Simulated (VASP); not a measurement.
# C in VASP: further runs, part 3 of 3

VASP 6.6.1. Earlier steps stand in the parts before.

## (4) Single point, PBEsol+D3(BJ) (mode 8 frozen in at +0.000 Å and mode 12 at +0.030 Å (largest displacements))

Input file INCAR:

```
PREC     = Accurate       # precision mode
ENCUT    = 600            # plane-wave cutoff, eV
EDIFF    = 1E-6           # SCF threshold, eV
ISMEAR   = 0              # smearing method
SIGMA    = 0.15           # smearing width, eV
LREAL    = F              # projectors in reciprocal space
LASPH    = T              # aspherical terms in the spheres
NELM     = 120            # most SCF steps
ALGO     = Normal         # electronic algorithm
ISIF     = 2              # what is computed and relaxed
LWAVE    = F              # write WAVECAR
LCHARG   = F              # write CHGCAR
GGA      = PS             # functional
IVDW     = 12             # dispersion correction
NBANDS   = 16             # bands
GGA_COMPAT= F
```

Input file KPOINTS:

```
Automatic mesh
0
Gamma
  18 12 10
```

Input file POSCAR:

```
C
1.0
   -2.4576582504      0.0000000000      0.0000000000
    0.0000000000      0.0000000000     -3.5294825081
    0.0000000000     -4.2567889574      0.0000000000
C
4
Direct
    0.5000000000      0.0000000000      0.1596191010
    0.0000000000      0.0000000000      0.6596191010
    0.0000000000      0.0000000000      0.3403808990
    0.5000000000      0.0000000000      0.8403808990
```

Potentials or basis: VASP PAW PBE potentials, release 64 (C).

Command:

```
cat potpaw_PBE.64/C/POTCAR > POTCAR
mpirun -np 1 vasp_std > vasp.out
```

OUTCAR:

```text
PREC = Accurate
   ENCUT = 600
   EDIFF = 1E-6
   ISMEAR = 0
   LREAL = F
   LASPH = T
   NELM = 120
   ISIF = 2
   GGA = PS
   IVDW = 12
 IVDW          = 12

 ion  position               nearest neighbor table
   1  0.500  0.000  0.160-   4 1.36   3 1.45   3 1.45
   2  0.000  0.000  0.660-   3 1.36   4 1.45   4 1.45
   3  0.000  0.000  0.340-   2 1.36   1 1.45   1 1.45
   4  0.500  0.000  0.840-   1 1.36   2 1.45   2 1.45

  LATTYP: Found a simple orthorhombic cell.
 ALAT       =     2.4576582504
 B/A-ratio  =     1.4361160701
 C/A-ratio  =     1.7320508076

  Lattice vectors:

 A1 = (  -2.4576582504,   0.0000000000,   0.0000000000)
 A2 = (   0.0000000000,   0.0000000000,  -3.5294825081)
 A3 = (   0.0000000000,  -4.2567889574,   0.0000000000)

Analysis of symmetry for initial positions (statically):
=====================================================================
 Subroutine PRICEL returns following result:

  LATTYP: Found a hexagonal cell.
 ALAT       =     2.4576582504
 C/A-ratio  =     1.4361160700

  Lattice vectors:

 A1 = (  -1.2288291252,  -2.1283944787,   0.0000000000)
 A2 = (  -1.2288291252,   2.1283944787,   0.0000000000)
 A3 = (   0.0000000000,   0.0000000000,  -3.5294825081)

   2 primitive cells build up your supercell.

 Routine SETGRP: Setting up the symmetry group for a
 simple orthorhombic supercell.

 Subroutine GETGRP returns: Found  8 space group operations
 (whereof  8 operations were pure point group operations)
 out of a pool of  8 trial point group operations.

The static configuration has the point symmetry D_2h.

Analysis of symmetry for dynamics (positions and initial velocities):
=====================================================================
 Subroutine PRICEL returns following result:

  LATTYP: Found a hexagonal cell.
 ALAT       =     2.4576582504
 C/A-ratio  =     1.4361160700

  Lattice vectors:

 A1 = (  -1.2288291252,  -2.1283944787,   0.0000000000)
 A2 = (  -1.2288291252,   2.1283944787,   0.0000000000)
 A3 = (   0.0000000000,   0.0000000000,  -3.5294825081)

   2 primitive cells build up your supercell.

 Routine SETGRP: Setting up the symmetry group for a
 simple orthorhombic supercell.

 Subroutine GETGRP returns: Found  8 space group operations
 (whereof  8 operations were pure point group operations)
 out of a pool of  8 trial point group operations.

The dynamic configuration has the point symmetry D_2h.

 Subroutine INISYM returns: Found  8 space group operations
 (whereof  8 operations are pure point group operations),
 and found     2 'primitive' translations

----------------------------------------------------------------------------------------

                                     Primitive cell

  volume of cell :      18.4623

  direct lattice vectors                    reciprocal lattice vectors
    -1.228829125 -2.128394479  0.000000000    -0.406891397 -0.234918858  0.000000000
    -1.228829125  2.128394479  0.000000000    -0.406891397  0.234918858  0.000000000
     0.000000000  0.000000000 -3.529482508     0.000000000  0.000000000 -0.283327654
[... 36 lines left out ...]

 Found    420 irreducible k-points:

 Following reciprocal coordinates:
            Coordinates               Weight
  0.000000  0.000000  0.000000      1.000000
  0.055556  0.000000  0.000000      2.000000
  0.111111  0.000000  0.000000      2.000000
  0.166667  0.000000  0.000000      2.000000
  0.222222  0.000000  0.000000      2.000000
  0.277778  0.000000  0.000000      2.000000
[... 16 lines left out ...]
  0.111111  0.166667  0.000000      4.000000
  0.166667  0.166667  0.000000      4.000000
 [... further k-points ...]
   k-points           NKPTS =    420   k-points in BZ     NKDIM =    420   number of bands    NBANDS=     16
   number of dos      NEDOS =    301   number of ions     NIONS =      4
   total plane-waves  NPLWV =  20160
   dimension x,y,z NGX =    20 NGY =   28 NGZ =   36
   dimension x,y,z NGXF=    40 NGYF=   56 NGZF=   72
   ions per type =               4
   NGX,Y,Z   is equivalent  to a cutoff of  13.53, 13.19, 14.06 a.u.
   NGXF,Y,Z  is equivalent  to a cutoff of  27.06, 26.38, 28.12 a.u.
 SYSTEM =  unknown system
   PREC   = accura    normal or accurate (medium, high low for compatibility)
   ISTART =      0    job   : 0-new  1-cont  2-samecut
   ICHARG =      2    charge: 1-file 2-atom 10-const
   ISPIN  =      1    spin polarized calculation?
   LNONCOLLINEAR =      F non collinear calculations
   LSORBIT =      F    spin-orbit coupling
   LASPH  =      T    aspherical Exc in radial PAW
   ENCUT  =  600.0 eV  44.10 Ry    6.64 a.u.   4.91  7.05  8.50*2*pi/ulx,y,z
   NELM   =    120;   NELMIN=  2; NELMDL= -5     # of ELM steps
   EDIFF  = 0.1E-05   stopping-criterion for ELM
   LREAL  =      F    real-space projection
   EDIFFG = 0.1E-04   stopping-criterion for IOM
   NSW    =      0    number of steps for IOM
   IBRION =     -1    ionic relax: 0-MD 1-quasi-New 2-CG
   NFREE  =      0    steps in history (QN), initial steepest desc. (CG)
   ISIF   =      2    stress and relaxation
   ISYM   =      2    0-nonsym 1-usesym 2-fastsym
   POTIM  = 0.5000    time-step for ionic-motion
   TEBEG  =    0.0;   TEEND  =   0.0 temperature during run
   PSTRESS=    0.0 pullay stress
   NELECT =      16.0000    total number of electrons
   NUPDOWN=      -1.0000    fix difference up-down
   EMIN   =  10.00;   EMAX   =-10.00  energy-range for DOS
   EFERMI =   0.00;   METHOD = LEGACY
   ISMEAR =     0;   SIGMA  =   0.15  broadening in eV -4-tet -1-fermi 0-gaus
   EFERMI_NEDOS =   21; number of points for ismear=-14 and -15
   IALGO  =     38    algorithm
   IMIX   =      4    mixing-type and parameters
     AMIX     =   0.40;   BMIX     =  1.00
     AMIX_MAG =   1.60;   BMIX_MAG =  1.00
  volume/ion in A,a.u.               =       9.23        62.29
  Fermi-wavevector in a.u.,A,eV,Ry     =   1.238825  2.341040 20.880688  1.534687
  Thomas-Fermi vector in A             =   2.373334
   LORBIT       =      0    0 simple, 1 ext, 2 COOP (PROOUT), +10 PAW based schemes
   GGA     = PS    functional components
   LHFCALC =     F    Hartree Fock is set to
   AEXX    =    0.0000 exact exchange contribution
   IVDW    =    12    specifies the selected vdW correction
   LEPSILON=     F    determine dielectric tensor
   LRPA    =     F    only Hartree local field effects (RPA)
 non-spin polarized calculation
 Gauss-broadening in eV      SIGMA  =   0.15
  energy-cutoff  :      600.00
  volume of cell :       36.92
 maximum number of plane-waves:      1256
 NGX is ok and might be reduce to    20
   NGX =  9   NGY = 15   NGZ = 17

 number of electron      16.0000003 magnetization

 Free energy of the ion-electron system (eV)
  ---------------------------------------------------
  ext. energy  EPLUGINS =         0.00000000
  ---------------------------------------------------
  free energy    TOTEN  =       -38.34951844 eV

  energy without entropy =      -38.34852540  energy(sigma->0) =      -38.34902192

 E-fermi :   4.2035     XC(G=0): -10.1905

 val. band max:        4.1632555856   @ k =   0.2778   0.3333   0.0000
 cond. band min:       4.2073949169   @ k =   0.2778   0.1667   0.0000
 fundamental gap:      0.0441393313
 Fermi energy:         4.2035455253

 k-point     1 :       0.0000    0.0000    0.0000
  band No.  band energies     occupation
      1     -15.4218      2.00000
      2      -9.8255      2.00000
      3      -9.6187      2.00000
      4      -2.6728      2.00000
      5      -1.8138      2.00000
      6       0.3682      2.00000
[... 433 lines left out ...]
      3      -9.2033      2.00000
      4      -3.6973      2.00000
      5      -2.5459      2.00000
      6      -0.5632      2.00000
[... 8 lines left out ...]
     15      15.6942      0.00000
     16      16.5202      0.00000

 [... further k-points ...]

------------------------ aborting loop because EDIFF is reached ----------------------------------------

 Edisp (eV)   -0.41854

 E8    (eV) :    -0.2033

  FORCE on cell =-STRESS in cart. coord.  units (eV):
  Direction    XX          YY          ZZ          XY          YZ          ZX
  --------------------------------------------------------------------------------------
  -------------------------------------------------------------------------------------
  Total      -0.91339     2.37981    -0.09769     0.00000     0.00000    -0.00000
  in kB     -39.63276   103.26161    -4.23890     0.00000     0.00000    -0.00000
  external pressure =       19.80 kB  Pullay stress =        0.00 kB

 VOLUME and BASIS-vectors are now :
 -----------------------------------------------------------------------------
  energy-cutoff  :      600.00
  volume of cell :       36.92
      direct lattice vectors                 reciprocal lattice vectors
    -2.457658250  0.000000000  0.000000000    -0.406891397  0.000000000  0.000000000
     0.000000000  0.000000000 -3.529482508     0.000000000  0.000000000 -0.283327654
     0.000000000 -4.256788957  0.000000000     0.000000000 -0.234918858  0.000000000

 POSITION                                       TOTAL-FORCE (eV/Angst)
 -----------------------------------------------------------------------------------
     -1.22883     -0.67946      0.00000        -0.000000     -3.554604      0.000000
      0.00000     -2.80786      0.00000        -0.000000     -3.554604      0.000000
      0.00000     -1.44893      0.00000         0.000000      3.554604     -0.000000
     -1.22883     -3.57732      0.00000         0.000000      3.554604     -0.000000
 -----------------------------------------------------------------------------------
    total drift:                               -0.000000     -0.000000     -0.000000

  FREE ENERGIE OF THE ION-ELECTRON SYSTEM (eV)
  ---------------------------------------------------
  free  energy   TOTEN  =       -38.7680614497 eV

  energy  without entropy=      -38.7670684090  energy(sigma->0) =      -38.76756493
```

Wall time 2 min (1 thread of AMD EPYC 9R45 (Zen 5), shared host); peak memory 0.3 GiB.

Results:

```
Free energy                : -38.7681 eV
Pressure                   : 2.0 GPa
Largest force              : 3.555 eV/Å
Band gap on the k mesh     : zero (band 8 reaches 4.51 eV, above the bottom of band 9 at 3.94 eV)
Dispersion energy per atom : -0.105 eV
```

Forces on the atoms (eV/Å):
```
C    0.000 -3.555  0.000
C    0.000 -3.555  0.000
C    0.000  3.555  0.000
C    0.000  3.555  0.000
```

Levels at points of the mesh, in eV from the Fermi level:
```tsv
k point	band 5	band 6	band 7	band 8	band 9	band 10	band 11	band 12
(0.00, 0.00, 0.00)	-6.02	-3.84	-2.04	-1.31	1.68	3.69	7.20	7.53
(0.50, 0.00, 0.00)	-9.44	-9.44	-2.30	-2.30	3.74	3.74	9.09	9.09
(0.00, 0.50, 0.00)	-5.98	-3.81	-2.46	-2.02	0.37	7.26	7.81	9.21
(0.50, 0.50, 0.00)	-9.37	-9.37	-3.49	-3.49	2.81	2.81	9.94	9.94
(0.00, 0.00, 0.50)	-5.13	-5.13	-4.49	-4.49	5.54	5.54	7.50	7.50
(0.50, 0.00, 0.50)	-6.55	-6.55	-2.03	-2.03	2.82	2.82	7.13	7.13
(0.00, 0.50, 0.50)	-6.60	-6.60	-4.46	-4.46	6.80	6.80	8.61	8.61
(0.50, 0.50, 0.50)	-6.52	-6.52	-3.09	-3.09	1.34	1.34	7.39	7.39
```

Caveat: the cell differs from its parent crystal (mode 8 frozen in at +0.000 Å and mode 12 at +0.030 Å (largest displacements)); the PAW data sets were made with another functional, which shifts forces and pressure a little.

## (5) Single point, PBEsol+D3(BJ) (mode 8 frozen in at +0.000 Å and mode 12 at -0.060 Å (largest displacements))

Input file INCAR:

```
SYSTEM = C
PREC = Accurate ; ENCUT = 600
EDIFF = 1E-6 ; ISMEAR = 0
SIGMA = 0.15 ; LREAL = .False.
LASPH = .True. ; NELM = 120
ALGO = Normal ; ISIF = 2
LWAVE = .False. ; LCHARG = .True.
GGA = PS ; IVDW = 12
LELF = .True. ; LVHAR = .True.
NBANDS = 16 ; GGA_COMPAT = .False.
```

Input file KPOINTS:

```
regular mesh
0
Gamma
  18 12 10
  0 0 0
```

Input file POSCAR:

```
C
1.0
   -2.4576582504      0.0000000000      0.0000000000
    0.0000000000      0.0000000000     -3.5294825081
    0.0000000000     -4.2567889574      0.0000000000
C
4
Direct
    0.5000000000      0.0000000000      0.1807617982
    0.0000000000      0.0000000000      0.6807617982
    0.0000000000      0.0000000000      0.3192382018
    0.5000000000      0.0000000000      0.8192382018
```

Potentials or basis: VASP PAW PBE potentials, release 64 (C).

Command:

```
cat potpaw_PBE.64/C/POTCAR > POTCAR
mpirun -np 1 vasp_std > vasp.out
```

OUTCAR:

```text
SYSTEM = C
   PREC = Accurate
   ENCUT = 600
   EDIFF = 1E-6
   ISMEAR = 0
   LREAL = .False.
   LASPH = .True.
   NELM = 120
   ISIF = 2
   GGA = PS
   IVDW = 12
 IVDW          = 12

 ion  position               nearest neighbor table
   1  0.500  0.000  0.181-   3 1.36   3 1.36   4 1.54
   2  0.000  0.000  0.681-   4 1.36   4 1.36   3 1.54
   3  0.000  0.000  0.319-   1 1.36   1 1.36   2 1.54
   4  0.500  0.000  0.819-   2 1.36   2 1.36   1 1.54

  LATTYP: Found a simple orthorhombic cell.
 ALAT       =     2.4576582504
 B/A-ratio  =     1.4361160701
 C/A-ratio  =     1.7320508076

  Lattice vectors:

 A1 = (  -2.4576582504,   0.0000000000,   0.0000000000)
 A2 = (   0.0000000000,   0.0000000000,  -3.5294825081)
 A3 = (   0.0000000000,  -4.2567889574,   0.0000000000)

Analysis of symmetry for initial positions (statically):
=====================================================================
 Subroutine PRICEL returns following result:

  LATTYP: Found a hexagonal cell.
 ALAT       =     2.4576582504
 C/A-ratio  =     1.4361160700

  Lattice vectors:

 A1 = (  -1.2288291252,  -2.1283944787,   0.0000000000)
 A2 = (  -1.2288291252,   2.1283944787,   0.0000000000)
 A3 = (   0.0000000000,   0.0000000000,  -3.5294825081)

   2 primitive cells build up your supercell.

 Routine SETGRP: Setting up the symmetry group for a
 simple orthorhombic supercell.

 Subroutine GETGRP returns: Found  8 space group operations
 (whereof  8 operations were pure point group operations)
 out of a pool of  8 trial point group operations.

The static configuration has the point symmetry D_2h.

Analysis of symmetry for dynamics (positions and initial velocities):
=====================================================================
 Subroutine PRICEL returns following result:

[... 138 lines left out ...]
     AMIX     =   0.40;   BMIX     =  1.00
     AMIX_MAG =   1.60;   BMIX_MAG =  1.00
  volume/ion in A,a.u.               =       9.23        62.29
  Fermi-wavevector in a.u.,A,eV,Ry     =   1.238825  2.341040 20.880688  1.534687
  Thomas-Fermi vector in A             =   2.373334
   LORBIT       =      0    0 simple, 1 ext, 2 COOP (PROOUT), +10 PAW based schemes
   GGA     = PS    functional components
   LHFCALC =     F    Hartree Fock is set to
   AEXX    =    0.0000 exact exchange contribution
   IVDW    =    12    specifies the selected vdW correction
   LEPSILON=     F    determine dielectric tensor
   LRPA    =     F    only Hartree local field effects (RPA)
 non-spin polarized calculation
 Gauss-broadening in eV      SIGMA  =   0.15
  energy-cutoff  :      600.00
  volume of cell :       36.92
 maximum number of plane-waves:      1256
 NGX is ok and might be reduce to    20
   NGX =  9   NGY = 15   NGZ = 17

 number of electron      16.0000001 magnetization

 Free energy of the ion-electron system (eV)
  ---------------------------------------------------
  ext. energy  EPLUGINS =         0.00000000
  ---------------------------------------------------
  free energy    TOTEN  =       -37.84111529 eV

  energy without entropy =      -37.84000518  energy(sigma->0) =      -37.84056023

 E-fermi :   4.1400     XC(G=0): -10.1851

 val. band max:        4.1197063192   @ k =   0.3889   0.3333   0.0000
 cond. band min:       4.1708259002   @ k =   0.3889   0.5000   0.1000
 fundamental gap:      0.0511195810
 Fermi energy:         4.1399757848

 k-point     1 :       0.0000    0.0000    0.0000
  band No.  band energies     occupation
      1     -15.4377      2.00000
      2     -10.4684      2.00000
      3      -8.2177      2.00000
      4      -3.1031      2.00000
      5      -2.7090      2.00000
      6      -0.5181      2.00000
[... 433 lines left out ...]
      3      -7.7108      2.00000
      4      -4.7853      2.00000
      5      -2.5429      2.00000
      6      -1.9142      2.00000
[... 8 lines left out ...]
     15      15.6909      0.00000
     16      16.1083      0.00000

 [... further k-points ...]

------------------------ aborting loop because EDIFF is reached ----------------------------------------

 Edisp (eV)   -0.41905

 E8    (eV) :    -0.2036

  FORCE on cell =-STRESS in cart. coord.  units (eV):
  Direction    XX          YY          ZZ          XY          YZ          ZX
  --------------------------------------------------------------------------------------
  -------------------------------------------------------------------------------------
  Total       4.87727    -0.80690    -0.10280     0.00000     0.00000     0.00000
  in kB     211.62774   -35.01176    -4.46035     0.00000     0.00000     0.00000
  external pressure =       57.39 kB  Pullay stress =        0.00 kB

 VOLUME and BASIS-vectors are now :
 -----------------------------------------------------------------------------
  energy-cutoff  :      600.00
  volume of cell :       36.92
      direct lattice vectors                 reciprocal lattice vectors
    -2.457658250  0.000000000  0.000000000    -0.406891397  0.000000000  0.000000000
     0.000000000  0.000000000 -3.529482508     0.000000000  0.000000000 -0.283327654
     0.000000000 -4.256788957  0.000000000     0.000000000 -0.234918858  0.000000000

 POSITION                                       TOTAL-FORCE (eV/Angst)
 -----------------------------------------------------------------------------------
     -1.22883     -0.76946      0.00000        -0.000000      5.621962      0.000000
      0.00000     -2.89786      0.00000         0.000000      5.621962     -0.000000
      0.00000     -1.35893      0.00000         0.000000     -5.621962     -0.000000
     -1.22883     -3.48732      0.00000        -0.000000     -5.621962      0.000000
 -----------------------------------------------------------------------------------
    total drift:                               -0.000000     -0.000000      0.000000

  FREE ENERGIE OF THE ION-ELECTRON SYSTEM (eV)
  ---------------------------------------------------
  free  energy   TOTEN  =       -38.2601683567 eV

  energy  without entropy=      -38.2590582451  energy(sigma->0) =      -38.25961330
```

Wall time 1.8 min (1 thread of AMD EPYC 9R45 (Zen 5), shared host); peak memory 0.3 GiB.

Results:

```yaml
Free_energy: -38.2602 eV
Pressure: 5.7 GPa
Largest_force: 5.622 eV/Å
Band_gap_on_the_k_mesh: zero (band 8 reaches 4.51 eV, above the bottom of band 9 at 3.91 eV)
Dispersion_energy_per_atom: -0.105 eV
```

Forces on the atoms (eV/Å):
```
C    0.000  5.622  0.000
C    0.000  5.622  0.000
C    0.000 -5.622  0.000
C    0.000 -5.622  0.000
```

Caveat: the cell differs from its parent crystal (mode 8 frozen in at +0.000 Å and mode 12 at -0.060 Å (largest displacements)); the PAW data sets were made with another functional, which shifts forces and pressure a little.
